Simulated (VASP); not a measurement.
# PbS in VASP: single point with PBEsol

Aim: the single point of PbS with PBEsol.

Program: VASP 6.6.1. These are calculated values, not measurements. Logs are shortened: lines on timing, memory, paths and dates and some standing lists are left out, and cuts for length are marked.

### Step 1. The cell of the first run

The cell holds a slab with vacuum, 4 atoms: a = 4.175 Å, b = 4.175 Å, c = 21.673 Å, α = 93.68°, β = 93.68°, γ = 88.40°.

### Step 2. Single point, PBEsol (strained)

Contents of INCAR:

```
ALGO = Normal ; EDIFF = 1E-6
ENCUT = 520 ; GGA = PS
ISIF = 2 ; ISMEAR = 0
LASPH = True ; LCHARG = False
LREAL = False ; LWAVE = False
NBANDS = 28 ; NELM = 80
PREC = Accurate ; SIGMA = 0.02
```

Contents of KPOINTS:

```
k-points
0
Gamma
  6 6 2
```

Contents of POSCAR:

```
PbS
1.0
    2.9935321283     -2.9109132568      0.0113645586
    2.9935321283      2.9109132568      0.0113645586
   -2.0212538721      0.0000000000     21.5788887203
Pb S
2 2
Direct
    0.7289527332      0.7242155173      0.9349380405
    0.2757844827      0.2710472668      0.0650619595
    0.2445338924      0.2086711082      0.9450214909
    0.7913288918      0.7554661076      0.0549785091
```

Potentials or basis: VASP PAW PBE potentials, release 64 (Pb_d, S).

The run is started by

```console
> cat potpaw_PBE.64/Pb_d/POTCAR potpaw_PBE.64/S/POTCAR > POTCAR
> mpirun -np 1 vasp_std > vasp.out
```

OUTCAR:

```text
EDIFF = 1E-6
   ENCUT = 520
   GGA = PS
   ISIF = 2
   ISMEAR = 0
   LASPH = True
   LREAL = False
   NELM = 80
   PREC = Accurate

 ion  position               nearest neighbor table
   1  0.729  0.724  0.935-   4 2.59   3 2.83   3 2.98   3 3.01   3 3.02   2 4.05   2 4.05   2 4.08
                             2 4.13
   2  0.276  0.271  0.065-   3 2.59   4 2.83   4 2.98   4 3.01   4 3.02   1 4.05   1 4.05   1 4.08
                             1 4.13
   3  0.245  0.209  0.945-   2 2.59   1 2.83   1 2.98   1 3.01   1 3.02
   4  0.791  0.755  0.055-   1 2.59   2 2.83   2 2.98   2 3.01   2 3.02

  LATTYP: Found a base centered monoclinic cell.
 ALAT       =     5.9871074005
 B/A-ratio  =     0.9723938664
 C/A-ratio  =     3.6200027928
 COS(beta)  =    -0.0894794220

  Lattice vectors:

 A1 = (   2.9935321283,  -2.9109132568,   0.0113645586)
 A2 = (   2.9935321283,   2.9109132568,   0.0113645586)
 A3 = (  -2.0212538721,   0.0000000000,  21.5788887203)

Analysis of symmetry for initial positions (statically):
=====================================================================
 Subroutine PRICEL returns:
 Original cell was already a primitive cell.

 Routine SETGRP: Setting up the symmetry group for a
 base centered monoclinic supercell.

 Subroutine GETGRP returns: Found  2 space group operations
 (whereof  2 operations were pure point group operations)
 out of a pool of  4 trial point group operations.

The static configuration has the point symmetry C_2 .

Analysis of symmetry for dynamics (positions and initial velocities):
=====================================================================
 Subroutine PRICEL returns:
 Original cell was already a primitive cell.

 Routine SETGRP: Setting up the symmetry group for a
 base centered monoclinic supercell.

 Subroutine GETGRP returns: Found  2 space group operations
 (whereof  2 operations were pure point group operations)
 out of a pool of  4 trial point group operations.

The dynamic configuration has the point symmetry C_2 .

 Subroutine INISYM returns: Found  2 space group operations
 (whereof  2 operations are pure point group operations),
 and found     1 'primitive' translations

----------------------------------------------------------------------------------------

                                     Primitive cell

  volume of cell :     376.2068

  direct lattice vectors                    reciprocal lattice vectors
     2.993532128 -2.910913257  0.011364559     0.166967396 -0.171767399  0.015639522
[... 91 lines left out ...]
   LREAL  =      F    real-space projection
   EDIFFG = 0.1E-04   stopping-criterion for IOM
   NSW    =      0    number of steps for IOM
   IBRION =     -1    ionic relax: 0-MD 1-quasi-New 2-CG
   NFREE  =      0    steps in history (QN), initial steepest desc. (CG)
   ISIF   =      2    stress and relaxation
   ISYM   =      2    0-nonsym 1-usesym 2-fastsym
   POTIM  = 0.5000    time-step for ionic-motion
   TEBEG  =    0.0;   TEEND  =   0.0 temperature during run
   PSTRESS=    0.0 pullay stress
   NELECT =      40.0000    total number of electrons
   NUPDOWN=      -1.0000    fix difference up-down
   EMIN   =  10.00;   EMAX   =-10.00  energy-range for DOS
   EFERMI =   0.00;   METHOD = LEGACY
   ISMEAR =     0;   SIGMA  =   0.02  broadening in eV -4-tet -1-fermi 0-gaus
   EFERMI_NEDOS =   21; number of points for ismear=-14 and -15
   IALGO  =     38    algorithm
   IMIX   =      4    mixing-type and parameters
     AMIX     =   0.40;   BMIX     =  1.00
     AMIX_MAG =   1.60;   BMIX_MAG =  1.00
  volume/ion in A,a.u.               =      94.05       634.69
  Fermi-wavevector in a.u.,A,eV,Ry     =   0.775567  1.465609  8.183959  0.601504
  Thomas-Fermi vector in A             =   1.877861
   LORBIT       =      0    0 simple, 1 ext, 2 COOP (PROOUT), +10 PAW based schemes
   GGA     = PS    functional components
   LHFCALC =     F    Hartree Fock is set to
   AEXX    =    0.0000 exact exchange contribution
   IVDW    =     0    specifies the selected vdW correction
   LEPSILON=     F    determine dielectric tensor
   LRPA    =     F    only Hartree local field effects (RPA)
 non-spin polarized calculation
 Gauss-broadening in eV      SIGMA  =   0.02
  energy-cutoff  :      520.00
  volume of cell :      376.21
 maximum number of plane-waves:     10172
   NGX = 15   NGY = 15   NGZ = 81

 number of electron      40.0000009 magnetization

 Free energy of the ion-electron system (eV)
  ---------------------------------------------------
  ext. energy  EPLUGINS =         0.00000000
  ---------------------------------------------------
  free energy    TOTEN  =       -18.48634470 eV

  energy without entropy =      -18.48634470  energy(sigma->0) =      -18.48634470

 E-fermi :  -1.9370     XC(G=0):  -3.1713

 val. band max:       -2.0305933649   @ k =   0.3333  -0.0000  -0.0000
 cond. band min:       0.0626733679   @ k =   0.0000   0.0000   0.5000
 fundamental gap:      2.0932667328
 Fermi energy:        -1.9369724246

 k-point     1 :       0.0000    0.0000    0.0000
  band No.  band energies     occupation
      1     -18.1424      2.00000
      2     -17.9915      2.00000
      3     -17.9818      2.00000
      4     -17.9703      2.00000
      5     -17.9513      2.00000
      6     -17.9391      2.00000
[... 733 lines left out ...]
     27       4.3223      0.00000
     28       4.5452      0.00000

 [... further k-points ...]

------------------------ aborting loop because EDIFF is reached ----------------------------------------

  FORCE on cell =-STRESS in cart. coord.  units (eV):
  Direction    XX          YY          ZZ          XY          YZ          ZX
  --------------------------------------------------------------------------------------
  -------------------------------------------------------------------------------------
  Total       -1.1151637      1.3101689      1.8188441      0.0000000      0.0000000     -0.1794768
  in kB       -4.7492229      5.5797048      7.7460341      0.0000000      0.0000000     -0.7643499
  external PRESSURE =       2.8588386 kB  Pullay stress =       0.0000000 kB

 VOLUME and BASIS-vectors are now :
 -----------------------------------------------------------------------------
  energy-cutoff  :      520.00
  volume of cell :      376.21
      direct lattice vectors                 reciprocal lattice vectors
     2.993532128 -2.910913257  0.011364559     0.166967396 -0.171767399  0.015639522
     2.993532128  2.910913257  0.011364559     0.166967396  0.171767399  0.015639522
    -2.021253872  0.000000000 21.578888720    -0.000175867  0.000000000  0.046325116

 POSITION                                       TOTAL-FORCE (eV/Angst)
 -----------------------------------------------------------------------------------
      2.46036     -0.01379     20.19144        -0.003623     -0.073898     -0.332810
      1.50545     -0.01379      1.41018         0.003623     -0.073898      0.332810
     -0.55344     -0.10439     20.39766         0.078210      0.073898     -0.391810
      4.51926     -0.10439      1.20395        -0.078210      0.073898      0.391810
 -----------------------------------------------------------------------------------
    total drift:                               -0.000000      0.000889      0.000000

  FREE ENERGIE OF THE ION-ELECTRON SYSTEM (eV)
  ---------------------------------------------------
  free  energy   TOTEN  =       -18.4863446982 eV

  energy  without entropy=      -18.4863446982  energy(sigma->0) =      -18.48634470
```

Run time: 7.2 min. Hardware: 1 thread of Oxide Virtual Turin-like, shared host; peak memory 0.52 GiB.

What came out:

* Free energy: -18.4863 eV
* Largest force: 0.406 eV/Å
* Band gap on the k mesh: 2.09 eV (least direct gap 2.12 eV)

Forces in eV/Å, atoms in the order of the input:
```
Pb  -0.004 -0.074 -0.333
Pb   0.004 -0.074  0.333
S    0.078  0.074 -0.392
S   -0.078  0.074  0.392
```

Levels at points of the mesh, in eV from the valence-band top:
| k point | band 17 | band 18 | band 19 | band 20 | band 21 | band 22 | band 23 | band 24 |
| --- | --- | --- | --- | --- | --- | --- | --- | --- |
| (0.00, 0.00, 0.00) | -2.47 | -1.46 | -1.22 | -0.03 | 2.09 | 4.14 | 4.68 | 4.94 |
| (0.50, 0.00, 0.00) | -1.13 | -1.05 | -0.17 | -0.15 | 2.10 | 2.13 | 3.15 | 3.21 |
| (0.50, 0.50, 0.00) | -2.82 | -2.72 | -1.48 | -1.28 | 4.32 | 4.60 | 4.98 | 5.32 |
| (0.00, 0.00, 0.50) | -2.47 | -1.46 | -1.22 | -0.03 | 2.09 | 4.17 | 4.68 | 4.69 |
| (0.50, 0.00, 0.50) | -1.13 | -1.05 | -0.17 | -0.15 | 2.10 | 2.13 | 3.15 | 3.21 |
| (0.50, 0.50, 0.50) | -2.82 | -2.72 | -1.48 | -1.28 | 4.32 | 4.60 | 4.98 | 5.32 |

Caveat: the cell differs from its parent crystal (strained); there is no dipole correction, which matters where the two faces differ; the PAW data sets were made with another functional, which shifts forces and pressure a little; spin-orbit coupling is left out, which moves the levels of the heavy elements.
